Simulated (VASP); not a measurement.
# NaF (Pm-3m) in VASP: a series of runs

NaF is run at these levels: PBE, LDA; tasks: single point.

Program: VASP 6.6.1. These are calculated values, not measurements. Logs are shortened: lines on timing, memory, paths and dates and some standing lists are left out, and cuts for length are marked.

### Step 1. The cell of the first run

It takes space group Pm-3m (No. 221, cubic). The conventional cell has a = 2.793 Å, b = 2.793 Å, c = 2.793 Å, α = 90.00°, β = 90.00°, γ = 90.00°. Within 3.2 Å of Na (site symmetry m-3m) lie 8 F at 2.42 Å and 6 Na at 2.79 Å. F (site symmetry m-3m) has 8 Na at 2.42 Å and 6 F at 2.79 Å within 3.2 Å.

### Step 2. Single point, PBE

The input, INCAR:

```
PREC     = Accurate       # precision mode
ENCUT    = 520            # plane-wave cutoff, eV
EDIFF    = 1E-6           # SCF threshold, eV
ISMEAR   = 0              # smearing method
SIGMA    = 0.01           # smearing width, eV
LREAL    = F              # projectors in reciprocal space
LASPH    = T              # aspherical terms in the spheres
NELM     = 100            # most SCF steps
ALGO     = Normal         # electronic algorithm
ISIF     = 2              # what is computed and relaxed
LWAVE    = F              # write WAVECAR
LCHARG   = F              # write CHGCAR
GGA      = PE             # functional
NBANDS   = 14             # bands
```

The input, KPOINTS:

```
regular mesh
0
Gamma
  4 4 4
```

The input, POSCAR:

```
NaF
1.0
    2.7934851911      0.0000000000      0.0000000000
    0.0000000000      2.7934851911      0.0000000000
    0.0000000000      0.0000000000      2.7934851911
Na F
1 1
Direct
    0.0000000000      0.0000000000      0.0000000000
    0.5000000000      0.5000000000      0.5000000000
```

Potentials or basis: VASP PAW PBE potentials, release 64 (Na_pv, F).

On the command line:

```bash
$ cat potpaw_PBE.64/Na_pv/POTCAR potpaw_PBE.64/F/POTCAR > POTCAR
$ mpirun -np 1 vasp_std > vasp.out
```

OUTCAR:

```text
PREC = Accurate
   ENCUT = 520
   EDIFF = 1E-6
   ISMEAR = 0
   LREAL = F
   LASPH = T
   NELM = 100
   ISIF = 2
   GGA = PE

 ion  position               nearest neighbor table
   1  0.000  0.000  0.000-
   2  0.500  0.500  0.500-

  LATTYP: Found a simple cubic cell.
 ALAT       =     2.7934851911

  Lattice vectors:

 A1 = (   2.7934851911,   0.0000000000,   0.0000000000)
 A2 = (   0.0000000000,   2.7934851911,   0.0000000000)
 A3 = (   0.0000000000,   0.0000000000,   2.7934851911)

Analysis of symmetry for initial positions (statically):
=====================================================================
 Subroutine PRICEL returns:
 Original cell was already a primitive cell.

 Routine SETGRP: Setting up the symmetry group for a
 simple cubic supercell.

 Subroutine GETGRP returns: Found 48 space group operations
[... 9 lines left out ...]

 Routine SETGRP: Setting up the symmetry group for a
 simple cubic supercell.

 Subroutine GETGRP returns: Found 48 space group operations
[... 11 lines left out ...]
                                     Primitive cell

  volume of cell :      21.7991

  direct lattice vectors                    reciprocal lattice vectors
     2.793485191  0.000000000  0.000000000     0.357975766  0.000000000  0.000000000
     0.000000000  2.793485191  0.000000000     0.000000000  0.357975766  0.000000000
     0.000000000  0.000000000  2.793485191     0.000000000  0.000000000  0.357975766

  length of vectors
     2.793485191  2.793485191  2.793485191     0.357975766  0.357975766  0.357975766

  position of ions in fractional coordinates (direct lattice)
     0.000000000  0.000000000  0.000000000
     0.500000000  0.500000000  0.500000000

  ion indices of the primitive-cell ions
   primitive index   ion index
                 1           1
                 2           2

----------------------------------------------------------------------------------------

 KPOINTS: regular mesh

Automatic generation of k-mesh.
 Grid dimensions read from file:
 generate k-points for:    4    4    4

 Generating k-lattice:

  Cartesian coordinates                     Fractional coordinates (reciprocal lattice)
     0.089493941  0.000000000  0.000000000     0.250000000  0.000000000  0.000000000
     0.000000000  0.089493941  0.000000000     0.000000000  0.250000000  0.000000000
     0.000000000  0.000000000  0.089493941     0.000000000  0.000000000  0.250000000

  Length of vectors
     0.089493941  0.089493941  0.089493941
[... 45 lines left out ...]
   ISIF   =      2    stress and relaxation
   ISYM   =      2    0-nonsym 1-usesym 2-fastsym
   POTIM  = 0.5000    time-step for ionic-motion
   TEBEG  =    0.0;   TEEND  =   0.0 temperature during run
   PSTRESS=    0.0 pullay stress
   NELECT =      14.0000    total number of electrons
   NUPDOWN=      -1.0000    fix difference up-down
   EMIN   =  10.00;   EMAX   =-10.00  energy-range for DOS
   EFERMI =   0.00;   METHOD = LEGACY
   ISMEAR =     0;   SIGMA  =   0.01  broadening in eV -4-tet -1-fermi 0-gaus
   EFERMI_NEDOS =   21; number of points for ismear=-14 and -15
   IALGO  =     38    algorithm
   IMIX   =      4    mixing-type and parameters
     AMIX     =   0.40;   BMIX     =  1.00
     AMIX_MAG =   1.60;   BMIX_MAG =  1.00
  volume/ion in A,a.u.               =      10.90        73.55
  Fermi-wavevector in a.u.,A,eV,Ry     =   1.412444  2.669132 27.143584  1.994997
  Thomas-Fermi vector in A             =   2.534192
   LORBIT       =      0    0 simple, 1 ext, 2 COOP (PROOUT), +10 PAW based schemes
   GGA     = PE    functional components
   LHFCALC =     F    Hartree Fock is set to
   AEXX    =    0.0000 exact exchange contribution
   IVDW    =     0    specifies the selected vdW correction
   LEPSILON=     F    determine dielectric tensor
   LRPA    =     F    only Hartree local field effects (RPA)
 non-spin polarized calculation
 Gauss-broadening in eV      SIGMA  =   0.01
  energy-cutoff  :      520.00
  volume of cell :       21.80
 maximum number of plane-waves:       624
 NGX is ok and might be reduce to    24
   NGX = 11   NGY = 11   NGZ = 11

 number of electron      14.0000006 magnetization

 Free energy of the ion-electron system (eV)
  ---------------------------------------------------
  ext. energy  EPLUGINS =         0.00000000
  ---------------------------------------------------
  free energy    TOTEN  =        -8.22809225 eV

  energy without entropy =       -8.22809225  energy(sigma->0) =       -8.22809225

 E-fermi :  -0.4749     XC(G=0):  -9.9284

 val. band max:       -0.6078747051   @ k =   0.5000   0.5000   0.0000
 cond. band min:       5.5002864625   @ k =   0.0000   0.0000   0.0000
 fundamental gap:      6.1081611676
 Fermi energy:        -0.4748856620

 k-point     1 :       0.0000    0.0000    0.0000
  band No.  band energies     occupation
      1     -20.6519      2.00000
      2     -20.6519      2.00000
      3     -20.6519      2.00000
      4     -20.5030      2.00000
      5      -0.9465      2.00000
      6      -0.9465      2.00000
      7      -0.9465      2.00000
      8       5.5003      0.00000
      9      15.1648      0.00000
     10      15.1648      0.00000
     11      23.4093      0.00000
     12      23.4093      0.00000
     13      23.4093      0.00000
     14      30.6847      0.00000
[... 139 lines left out ...]
      1     -20.8390      2.00000
      2     -20.8390      2.00000
      3     -20.8390      2.00000
      4     -19.7199      2.00000
      5      -2.2710      2.00000
      6      -2.2710      2.00000
      7      -2.2710      2.00000
      8      13.8219      0.00000
      9      13.8219      0.00000
     10      13.8219      0.00000
     11      18.8383      0.00000
     12      18.8383      0.00000
     13      18.8383      0.00000
     14      22.7284      0.00000

------------------------ aborting loop because EDIFF is reached ----------------------------------------

  FORCE on cell =-STRESS in cart. coord.  units (eV):
  Direction    XX          YY          ZZ          XY          YZ          ZX
  --------------------------------------------------------------------------------------
  -------------------------------------------------------------------------------------
  Total        0.5769374      0.5769374      0.5769374      0.0000000      0.0000000     -0.0000000
  in kB       42.4033469     42.4033469     42.4033469      0.0000000      0.0000000     -0.0000000
  external PRESSURE =      42.4033469 kB  Pullay stress =       0.0000000 kB

 VOLUME and BASIS-vectors are now :
 -----------------------------------------------------------------------------
  energy-cutoff  :      520.00
  volume of cell :       21.80
      direct lattice vectors                 reciprocal lattice vectors
     2.793485191  0.000000000  0.000000000     0.357975766  0.000000000  0.000000000
     0.000000000  2.793485191  0.000000000     0.000000000  0.357975766  0.000000000
     0.000000000  0.000000000  2.793485191     0.000000000  0.000000000  0.357975766

 POSITION                                       TOTAL-FORCE (eV/Angst)
 -----------------------------------------------------------------------------------
      0.00000      0.00000      0.00000         0.000000      0.000000      0.000000
      1.39674      1.39674      1.39674         0.000000      0.000000      0.000000
 -----------------------------------------------------------------------------------
    total drift:                                0.000000      0.000000     -0.000000

  FREE ENERGIE OF THE ION-ELECTRON SYSTEM (eV)
  ---------------------------------------------------
  free  energy   TOTEN  =        -8.2280922496 eV

  energy  without entropy=       -8.2280922496  energy(sigma->0) =       -8.22809225
```

stdout:

```text
POSCAR found type information on POSCAR NaF
 POSCAR found :  2 types and       2 ions
 scaLAPACK will be used
 LDA part: xc-table for (Slater+PW92), standard interpolation
 POSCAR, INCAR and KPOINTS ok, starting setup
 FFT: planning ... GRIDC
 FFT: planning ... GRID_SOFT
 FFT: planning ... GRID
 WAVECAR not read
 entering main loop
```

Wall time 2.9 s (1 thread of Intel Xeon Platinum 8488C (Sapphire Rapids), shared host); peak memory 0.13 GiB.

Results:

```yaml
Free_energy: -8.2281 eV
Pressure: 4.2 GPa
Band_gap_on_the_k_mesh: 6.11 eV, indirect (least direct gap 6.45 eV)
```

Levels at points of the mesh, in eV from the valence-band top:
| k point | band 5 | band 6 | band 7 | band 8 | band 9 | band 10 |
| --- | --- | --- | --- | --- | --- | --- |
| (0.00, 0.00, 0.00) | -0.34 | -0.34 | -0.34 | 6.11 | 15.77 | 15.77 |
| (0.50, 0.00, 0.00) | -2.66 | -0.21 | -0.21 | 10.87 | 11.89 | 19.98 |
| (0.50, 0.50, 0.00) | -1.89 | -1.89 | 0.00 | 11.98 | 15.30 | 15.30 |
| (0.50, 0.50, 0.50) | -1.66 | -1.66 | -1.66 | 14.43 | 14.43 | 14.43 |

Caveat: the k points lie up to 0.56 Å⁻¹ apart. A k mesh can miss the band edges.

### Step 3. Single point, PBE

The input, INCAR:

```
SYSTEM = NaF
  PREC = Accurate
  ENCUT = 520
  EDIFF = 1E-6
  ISMEAR = 0
  SIGMA = 0.01
  LREAL = .False.
  LASPH = .True.
  NELM = 60
  ALGO = Normal
  ISIF = 2
  LWAVE = .False.
  LCHARG = .False.
  GGA = PE
  NBANDS = 14
```

The input, KPOINTS:

```
regular mesh
0
Gamma
  4 4 4
  0 0 0
```

POSCAR is that of step 2.

Potentials or basis: VASP PAW PBE potentials, release 64 (Na_pv, F).

On the command line:

```bash
$ cat potpaw_PBE.64/Na_pv/POTCAR potpaw_PBE.64/F/POTCAR > POTCAR
$ mpirun -np 1 vasp_std > vasp.out
```

Run time: 3.3 s. Hardware: 1 thread of Intel Xeon Platinum 8488C (Sapphire Rapids), shared host; peak memory 0.13 GiB.

The run converged. Its results:

```
Free energy            : -8.2281 eV
Pressure               : 4.2 GPa
Band gap on the k mesh : 6.11 eV, indirect (least direct gap 6.45 eV)
```

Levels at points of the mesh, in eV from the valence-band top:
```csv
k point,band 4,band 5,band 6,band 7,band 8,band 9,band 10,band 11
"(0.00, 0.00, 0.00)",-19.90,-0.34,-0.34,-0.34,6.11,15.77,15.77,24.02
"(0.50, 0.00, 0.00)",-19.04,-2.66,-0.21,-0.21,10.87,11.89,19.98,21.21
"(0.50, 0.50, 0.00)",-19.35,-1.89,-1.89,0.00,11.98,15.30,15.30,15.64
"(0.50, 0.50, 0.50)",-19.11,-1.66,-1.66,-1.66,14.43,14.43,14.43,19.45
```

Caveat: the k points lie up to 0.56 Å⁻¹ apart.

### Step 4. Single point, LDA

The input, INCAR:

```
SYSTEM = NaF
PREC = Accurate
ENCUT = 520
EDIFF = 1E-6
ISMEAR = 0
SIGMA = 0.01
LREAL = .False.
LASPH = .True.
NELM = 80
ALGO = Normal
ISIF = 2
LWAVE = .False.
LCHARG = .True.
GGA = CA
LELF = .True.
LVHAR = .True.
NBANDS = 14
```

The input, KPOINTS:

```
Automatic mesh
0
Gamma
  4 4 4
  0 0 0
```

POSCAR is that of step 3.

Potentials or basis: VASP PAW LDA potentials, release 64 (Na_pv, F).

On the command line:

```bash
$ cat potpaw_LDA.64/Na_pv/POTCAR potpaw_LDA.64/F/POTCAR > POTCAR
$ mpirun -np 1 vasp_std > vasp.out
```

It took 2.5 s on 1 thread of Intel Xeon Platinum 8488C (Sapphire Rapids), shared host; peak memory 0.12 GiB.

Results (log left out):

```
Free energy            : -9.0526 eV
Pressure               : -3.6 GPa
Band gap on the k mesh : 5.77 eV, indirect (least direct gap 6.12 eV)
```

Levels at points of the mesh, in eV from the valence-band top:
```csv
k point,band 4,band 5,band 6,band 7,band 8,band 9,band 10,band 11
"(0.00, 0.00, 0.00)",-19.50,-0.35,-0.35,-0.35,5.77,15.28,15.28,23.55
"(0.50, 0.00, 0.00)",-18.65,-2.77,-0.22,-0.22,10.49,11.53,19.43,20.80
"(0.50, 0.50, 0.00)",-18.92,-1.95,-1.95,0.00,11.54,14.86,14.86,15.26
"(0.50, 0.50, 0.50)",-18.66,-1.72,-1.72,-1.72,13.94,13.94,13.94,19.00
```

Caveat: the k points lie up to 0.56 Å⁻¹ apart. A hybrid or GW would open this gap; LDA tends to underestimate it.
